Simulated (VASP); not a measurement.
# SnSe (P4/nmm) in VASP: further runs

Runs on SnSe. Level: PBE. Tasks: relaxation of cell and atoms, single point.

Everything below comes from runs of VASP 6.6.1. Logs are shortened: lines on timing, memory, paths and dates and some standing lists are left out, and cuts for length are marked.

### Step 1. The cell of the first run

It takes space group P4/nmm (No. 129, tetragonal). Conventional cell: a = 5.173 Å, b = 5.173 Å, c = 4.426 Å, α = 90.00°, β = 90.00°, γ = 90.00°. Within 3.8 Å of Sn (site symmetry 4mm) lie 4 Se at 2.88 Å. Within 3.8 Å of Se (site symmetry -4m2) lie 4 Sn at 2.88 Å and 4 Se at 3.66 Å.

### Step 2. Relaxation of cell and atoms, PBE

Input file INCAR:

```
SYSTEM = SnSe
PREC     = Accurate       ! precision mode
ENCUT    = 600            ! plane-wave cutoff, eV
EDIFF    = 1E-6           ! SCF threshold, eV
ISMEAR   = 0              ! smearing method
SIGMA    = 0.02           ! smearing width, eV
LREAL    = .False.        ! projectors in reciprocal space
LASPH    = .True.         ! aspherical terms in the spheres
NELM     = 100            ! most SCF steps
ALGO     = Normal         ! electronic algorithm
ISIF     = 3              ! what is computed and relaxed
LWAVE    = .False.        ! write WAVECAR
LCHARG   = .False.        ! write CHGCAR
GGA      = PE             ! functional
IBRION   = 2              ! ionic algorithm
NSW      = 100            ! ionic steps
EDIFFG   = -0.01          ! ionic threshold
```

Input file KPOINTS:

```
regular mesh
0
Gamma
  8 8 8
  0 0 0
```

Input file POSCAR:

```
SnSe
1.0
    5.1733482413      0.0000000000      0.0000000000
    0.0000000000      5.1733482413      0.0000000000
    0.0000000000      0.0000000000      4.4256155057
Sn Se
2 2
Direct
    0.0000000000      0.5000000000      0.2877769196
    0.5000000000      0.0000000000      0.7122230804
    0.0000000000      0.0000000000      0.0000000000
    0.5000000000      0.5000000000      0.0000000000
```

Potentials or basis: VASP PAW PBE potentials, release 64 (Sn_d, Se).

The run is started by

```bash
cat potpaw_PBE.64/Sn_d/POTCAR potpaw_PBE.64/Se/POTCAR > POTCAR
mpirun -np 1 vasp_std > vasp.out
```

OUTCAR:

```text
SYSTEM = SnSe
   PREC = Accurate
   ENCUT = 600
   EDIFF = 1E-6
   ISMEAR = 0
   LREAL = .False.
   LASPH = .True.
   NELM = 100
   ISIF = 3
   GGA = PE
   IBRION = 2
   NSW = 100
   EDIFFG = -0.01

 ion  position               nearest neighbor table
   1  0.000  0.500  0.288-   3 2.88   4 2.88   3 2.88   4 2.88
   2  0.500  0.000  0.712-   3 2.88   4 2.88   4 2.88   3 2.88
   3  0.000  0.000  0.000-   1 2.88   2 2.88   1 2.88   2 2.88
   4  0.500  0.500  0.000-   1 2.88   2 2.88   2 2.88   1 2.88

  LATTYP: Found a simple tetragonal cell.
 ALAT       =     5.1733482413
 C/A-ratio  =     0.8554644496

  Lattice vectors:

 A1 = (   5.1733482413,   0.0000000000,   0.0000000000)
 A2 = (   0.0000000000,   5.1733482413,   0.0000000000)
 A3 = (   0.0000000000,   0.0000000000,   4.4256155057)

Analysis of symmetry for initial positions (statically):
=====================================================================
 Subroutine PRICEL returns:
 Original cell was already a primitive cell.

 Routine SETGRP: Setting up the symmetry group for a
 simple tetragonal supercell.

 Subroutine GETGRP returns: Found 16 space group operations
 (whereof  8 operations were pure point group operations)
 out of a pool of 16 trial point group operations.

The static configuration has the point symmetry D_2d.
 The point group associated with its full space group is D_4h.

Analysis of symmetry for dynamics (positions and initial velocities):
=====================================================================
 Subroutine PRICEL returns:
 Original cell was already a primitive cell.

 Routine SETGRP: Setting up the symmetry group for a
 simple tetragonal supercell.

 Subroutine GETGRP returns: Found 16 space group operations
 (whereof  8 operations were pure point group operations)
 out of a pool of 16 trial point group operations.

The dynamic configuration has the point symmetry D_2d.
 The point group associated with its full space group is D_4h.

 Subroutine INISYM returns: Found 16 space group operations
 (whereof  8 operations are pure point group operations),
 and found     1 'primitive' translations

----------------------------------------------------------------------------------------

                                     Primitive cell

  volume of cell :     118.4451

  direct lattice vectors                    reciprocal lattice vectors
     5.173348241  0.000000000  0.000000000     0.193298412  0.000000000  0.000000000
     0.000000000  5.173348241  0.000000000     0.000000000  0.193298412  0.000000000
     0.000000000  0.000000000  4.425615506     0.000000000  0.000000000  0.225957271

  length of vectors
     5.173348241  5.173348241  4.425615506     0.193298412  0.193298412  0.225957271

  position of ions in fractional coordinates (direct lattice)
     0.000000000  0.500000000  0.287776920
     0.500000000  0.000000000  0.712223080
     0.000000000  0.000000000  0.000000000
     0.500000000  0.500000000  0.000000000

  ion indices of the primitive-cell ions
   primitive index   ion index
                 1           1
                 2           2
                 3           3
                 4           4

----------------------------------------------------------------------------------------

 KPOINTS: regular mesh

Automatic generation of k-mesh.
 Grid dimensions read from file:
[... 59 lines left out ...]
   ISPIN  =      1    spin polarized calculation?
   LNONCOLLINEAR =      F non collinear calculations
   LSORBIT =      F    spin-orbit coupling
   LASPH  =      T    aspherical Exc in radial PAW
   ENCUT  =  600.0 eV  44.10 Ry    6.64 a.u.  10.33 10.33  8.84*2*pi/ulx,y,z
   NELM   =    100;   NELMIN=  2; NELMDL= -5     # of ELM steps
   EDIFF  = 0.1E-05   stopping-criterion for ELM
   LREAL  =      F    real-space projection
   EDIFFG = -.1E-01   stopping-criterion for IOM
   NSW    =    100    number of steps for IOM
   IBRION =      2    ionic relax: 0-MD 1-quasi-New 2-CG
   NFREE  =      1    steps in history (QN), initial steepest desc. (CG)
   ISIF   =      3    stress and relaxation
   ISYM   =      2    0-nonsym 1-usesym 2-fastsym
   POTIM  = 0.5000    time-step for ionic-motion
   TEBEG  =    0.0;   TEEND  =   0.0 temperature during run
   PSTRESS=    0.0 pullay stress
   NELECT =      40.0000    total number of electrons
   NUPDOWN=      -1.0000    fix difference up-down
   EMIN   =  10.00;   EMAX   =-10.00  energy-range for DOS
   EFERMI =   0.00;   METHOD = LEGACY
   ISMEAR =     0;   SIGMA  =   0.02  broadening in eV -4-tet -1-fermi 0-gaus
   EFERMI_NEDOS =   21; number of points for ismear=-14 and -15
   IALGO  =     38    algorithm
   IMIX   =      4    mixing-type and parameters
     AMIX     =   0.40;   BMIX     =  1.00
     AMIX_MAG =   1.60;   BMIX_MAG =  1.00
  volume/ion in A,a.u.               =      29.61       199.83
  Fermi-wavevector in a.u.,A,eV,Ry     =   1.140046  2.154375 17.683565  1.299705
  Thomas-Fermi vector in A             =   2.276749
   LORBIT       =      0    0 simple, 1 ext, 2 COOP (PROOUT), +10 PAW based schemes
   GGA     = PE    functional components
   LHFCALC =     F    Hartree Fock is set to
   AEXX    =    0.0000 exact exchange contribution
   IVDW    =     0    specifies the selected vdW correction
   LEPSILON=     F    determine dielectric tensor
   LRPA    =     F    only Hartree local field effects (RPA)
 conjugate gradient relaxation of ions
 non-spin polarized calculation
 Gauss-broadening in eV      SIGMA  =   0.02
  energy-cutoff  :      600.00
  volume of cell :      118.45
 maximum number of plane-waves:      3988
 NGX is ok and might be reduce to    42
   NGX = 21   NGY = 21   NGZ = 17

--------------------------------------- Ionic step        1  -------------------------------------------

 number of electron      39.9999991 magnetization

 Free energy of the ion-electron system (eV)
  ---------------------------------------------------
  ext. energy  EPLUGINS =         0.00000000
  ---------------------------------------------------
  free energy    TOTEN  =       -15.86779509 eV

  energy without entropy =      -15.86779509  energy(sigma->0) =      -15.86779509

------------------------ aborting loop because EDIFF is reached ----------------------------------------

  FORCE on cell =-STRESS in cart. coord.  units (eV):
  Direction    XX          YY          ZZ          XY          YZ          ZX
  --------------------------------------------------------------------------------------
  -------------------------------------------------------------------------------------
  Total        0.0420144      0.0420144      0.0423059      0.0000000     -0.0000000      0.0000000
  in kB        0.5683186      0.5683186      0.5722607      0.0000000     -0.0000000      0.0000000
  external PRESSURE =       0.5696326 kB  Pullay stress =       0.0000000 kB

 VOLUME and BASIS-vectors are now :
 -----------------------------------------------------------------------------
  energy-cutoff  :      600.00
  volume of cell :      118.45
      direct lattice vectors                 reciprocal lattice vectors
     5.173348241  0.000000000  0.000000000     0.193298412  0.000000000  0.000000000
     0.000000000  5.173348241  0.000000000     0.000000000  0.193298412  0.000000000
     0.000000000  0.000000000  4.425615506     0.000000000  0.000000000  0.225957271

 POSITION                                       TOTAL-FORCE (eV/Angst)
 -----------------------------------------------------------------------------------
      0.00000      2.58667      1.27359        -0.000000      0.000000      0.021080
      2.58667      0.00000      3.15203         0.000000     -0.000000     -0.021080
      0.00000      0.00000      0.00000         0.000000     -0.000000      0.000000
      2.58667      2.58667      0.00000         0.000000     -0.000000      0.000000
 -----------------------------------------------------------------------------------
    total drift:                                0.000000      0.000000     -0.000000

  FREE ENERGIE OF THE ION-ELECTRON SYSTEM (eV)
  ---------------------------------------------------
  free  energy   TOTEN  =       -15.8677950857 eV

  energy  without entropy=      -15.8677950857  energy(sigma->0) =      -15.86779509

--------------------------------------- Ionic step        2  -------------------------------------------

 number of electron      39.9999991 magnetization

 Free energy of the ion-electron system (eV)
  ---------------------------------------------------
  ext. energy  EPLUGINS =         0.00000000
  ---------------------------------------------------
  free energy    TOTEN  =       -15.86785533 eV

  energy without entropy =      -15.86785533  energy(sigma->0) =      -15.86785533

 E-fermi :   4.3467     XC(G=0):  -9.1769

 val. band max:        4.2126411580   @ k =   0.2500   0.0000   0.3750
 cond. band min:       4.6555782130   @ k =   0.1250   0.1250   0.3750
 fundamental gap:      0.4429370550
 Fermi energy:         4.3466802735

 k-point     1 :       0.0000    0.0000    0.0000
  band No.  band energies     occupation
      1     -16.9548      2.00000
      2     -16.9530      2.00000
      3     -16.9529      2.00000
      4     -16.9529      2.00000
      5     -16.9471      2.00000
      6     -16.9400      2.00000
[... 637 lines left out ...]
     23       7.7080      0.00000
     24       7.7080      0.00000

 [... further k-points ...]
[... 5 lines left out ...]
  --------------------------------------------------------------------------------------
  -------------------------------------------------------------------------------------
  Total       -0.0048219     -0.0048219      0.0186556      0.0000000      0.0000000      0.0000000
  in kB       -0.0651254     -0.0651254      0.2519657      0.0000000      0.0000000      0.0000000
  external PRESSURE =       0.0405716 kB  Pullay stress =       0.0000000 kB

 VOLUME and BASIS-vectors are now :
 -----------------------------------------------------------------------------
  energy-cutoff  :      600.00
  volume of cell :      118.63
      direct lattice vectors                 reciprocal lattice vectors
     5.175969690  0.000000000  0.000000000     0.193200513  0.000000000  0.000000000
     0.000000000  5.175969690 -0.000000000     0.000000000  0.193200513  0.000000000
     0.000000000 -0.000000000  4.427873617     0.000000000  0.000000000  0.225842038

 POSITION                                       TOTAL-FORCE (eV/Angst)
 -----------------------------------------------------------------------------------
      5.17597      2.58798      1.27526         0.000000     -0.000000      0.009076
      2.58798      5.17597      3.15262         0.000000      0.000000     -0.009076
      0.00000      5.17597     -0.00000        -0.000000      0.000000      0.000000
      2.58798      2.58798     -0.00000         0.000000      0.000000      0.000000
 -----------------------------------------------------------------------------------
    total drift:                                0.000000     -0.000000      0.000000

  FREE ENERGIE OF THE ION-ELECTRON SYSTEM (eV)
  ---------------------------------------------------
  free  energy   TOTEN  =       -15.8678553344 eV

  energy  without entropy=      -15.8678553344  energy(sigma->0) =      -15.86785533

 reached required accuracy - stopping structural energy minimisation
```

Run time: 5 min. Hardware: 1 thread of Intel Xeon Platinum 8259CL at 2.50GHz (Skylake/Cascade Lake), shared host; peak memory 0.41 GiB.

Results:

```yaml
Free_energy: -15.8679 eV
Relaxed_volume: 29.66 Å³/atom
Relaxed_cell: a = 5.176 Å, b = 5.176 Å, c = 4.428 Å, α = 90.00°, β = 90.00°, γ = 90.00°
Space_group_after_relaxing_to_0.05_Å: P4/nmm (No. 129)
Energy_gained_by_relaxing: 0.0 meV/atom
Ionic_steps: 2
Pressure_after_relaxing: 0.0 GPa
Largest_force_after_relaxing: 0.009 eV/Å
Band_gap_on_the_k_mesh: 0.44 eV, indirect (least direct gap 0.64 eV)
```

Forces on the atoms (eV/Å):
```
Sn   0.000  0.000  0.009
Sn   0.000  0.000 -0.009
Se   0.000  0.000  0.000
Se   0.000  0.000  0.000
```

Final structure:
```xyz
4
Lattice="5.1760 0.0000 0.0000 0.0000 5.1760 0.0000 0.0000 0.0000 4.4279" Properties=species:S:1:pos:R:3 pbc="T T T"
Sn    5.1760    2.5880    1.2753
Sn    2.5880    5.1760    3.1526
Se    0.0000    5.1760    0.0000
Se    2.5880    2.5880    0.0000
```

Levels at points of the mesh, in eV from the valence-band top:
```csv
k point,band 18,band 19,band 20,band 21,band 22,band 23
"(0.00, 0.00, 0.00)",-1.48,-1.16,-0.66,1.38,3.08,4.34
"(0.50, 0.00, 0.00)",-1.81,-0.48,-0.48,1.96,1.96,4.60
"(0.50, 0.50, 0.00)",-0.56,-0.23,-0.23,0.90,0.90,3.19
"(0.00, 0.00, 0.50)",-1.44,-1.44,-1.22,1.16,1.21,1.35
"(0.50, 0.00, 0.50)",-2.79,-0.68,-0.68,2.52,2.52,2.81
"(0.50, 0.50, 0.50)",-2.76,-0.14,-0.14,3.58,3.58,4.28
```

Caveat: spin-orbit coupling is left out, which moves the levels of the heavy elements.

(Continued in part 2 of 2.)
